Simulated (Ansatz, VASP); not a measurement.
**Hf2ZrC3 in VASP and in Ansatz**

```
Zr Hf C
1.0
     4.29326    0.00000    0.00000
    -2.14663    3.71807    0.00000
     0.00000    0.00000    5.89035
Zr Hf C
1 2 3
Cartesian
  0.0000 2.4787 2.9452
  0.0000 0.0000 0.0000
  0.0000 0.0000 2.9452
  0.0000 2.4787 5.2228
  0.0000 2.4787 0.6676
  2.1466 1.2394 2.9452
```

Alike in both runs: task single point; functional PBE; k mesh 6 × 6 × 4; occupations gaussian, width 0.1 eV; collinear spin.

|  | VASP | Ansatz |
| --- | --- | --- |
| version | VASP 6.6.1 | Ansatz 0.2.0 |
| potentials or method | VASP PAW PBE potentials, release 64 (Zr_sv, Hf_pv, C), cutoff 520 eV | scalar-relativistic, plane waves, PAW |
| valence electrons in the cell | 44 | 76 |

Ansatz gave:

| Property | Result |
| --- | --- |
| gap on the k mesh at the Fermi level (eV) | none |
| pressure (GPa) | 0.0 |
| traceless stress, the component that is largest in VASP (GPa) | -0.03 |
| rms of the force components (eV/Å) | 0.002 |
| net moment per atom (μB) | 0.00 |

Q: Estimate VASP's values.

A: gap on the k mesh at the Fermi level (eV): none; pressure (GPa): -0.4; traceless stress, the component that is largest in VASP (GPa): 0.22; rms of the force components (eV/Å): 0.026; net moment per atom (μB): 0.00.

Atom by atom the forces differ by 0.027 eV/Å (rms over components). A gap of «none» marks a metal or a gap that the smearing closes. VASP's potentials hold 44 valence electrons a cell and Ansatz's 76, so a difference there can come from the potentials and not from the codes. Ansatz's warnings: seeded moment not kept.

Spin-orbit coupling is off throughout.
